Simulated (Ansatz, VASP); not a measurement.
Cs2TaGa in VASP and in Ansatz

Contents of INCAR:

```
PREC = Accurate ; ENCUT = 600
EDIFF = 1E-6 ; ISMEAR = 0
SIGMA = 0.1 ; LREAL = False
LASPH = True ; NELM = 100
ALGO = Fast ; ISIF = 3
LWAVE = False ; LCHARG = False
GGA = PE ; IBRION = 2
NSW = 90 ; EDIFFG = -0.04
```

The input KPOINTS:

```
Automatic mesh
0
Gamma
  3 3 4
```

The input POSCAR:

```
Cs2TaGa
1.0
    6.0664594900      0.0000000000      0.0000000000
   -3.0332297500      5.2537080300      0.0000000000
    0.0000000000      0.0000000000      4.7581473300
Cs Ta Ga
2 1 1
Direct
    0.3333333300      0.6666666700      0.0000000000
    0.6666666700      0.3333333300      0.0000000000
    0.0000000000      0.0000000000      0.5000000000
    0.0000000000      0.0000000000      0.0000000000
```

Input for Ansatz:

```yaml
crystal:
  lattice:
    - [6.06645949, 0.0, 0.0]
    - [-3.03322975, 5.25370803, 0.0]
    - [0.0, 0.0, 4.75814733]
  atoms:
    - { symbol: Cs, position: [0.33333333, 0.66666667, 0.0] }
    - { symbol: Cs, position: [0.66666667, 0.33333333, 0.0] }
    - { symbol: Ta, position: [0.0, 0.0, 0.5] }
    - { symbol: Ga, position: [0.0, 0.0, 0.0] }
basis:
  ecutwfc: 420
kpoints:
  mp_grid: { grid: [3, 3, 4] }
hamiltonian:
  xc: pbe
scf:
  occupations: { method: gaussian, width: 0.1 }
  lower_state_search: "off"
output:
  forces: true
  stress: true
  eigenvalues: true
relax:
  adjacent_minimum: "off"
  f_tol: 0.04
  max_steps: 70
  cell: { stress_tol: 0.4 }
```

Alike in both runs: task relaxation of cell and atoms; functional PBE; k mesh 3 × 3 × 4; occupations gaussian, width 0.1 eV; no spin polarisation.

```csv
,VASP,Ansatz
version,VASP 6.6.1,Ansatz 0.2.0
potentials or method,"VASP PAW PBE potentials, release 64 (Cs_sv, Ta_pv, Ga_d), cutoff 600 eV","scalar-relativistic, plane waves, PAW"
valence electrons in the cell,42,44
```

```csv
,VASP,Ansatz,Ansatz less VASP
"gap on the k mesh at the Fermi level, each at its own relaxed structure (eV)",none,none,-
relaxed volume (Å³/atom),51.68,50.30,-1.382
relaxed cell length with the largest relative difference (Å),6.872,6.785,-0.0871
```

A gap of «none» marks a metal or a gap that the smearing closes. VASP's potentials hold 42 valence electrons a cell and Ansatz's 44, so a difference there can come from the potentials and not from the codes.

The k mesh is coarse, so the values compare programs but aren't converged. Spin-orbit coupling is off throughout. Noted on VASP's run: the volume moved by over 15 % at a fixed basis, so the end points are rough.
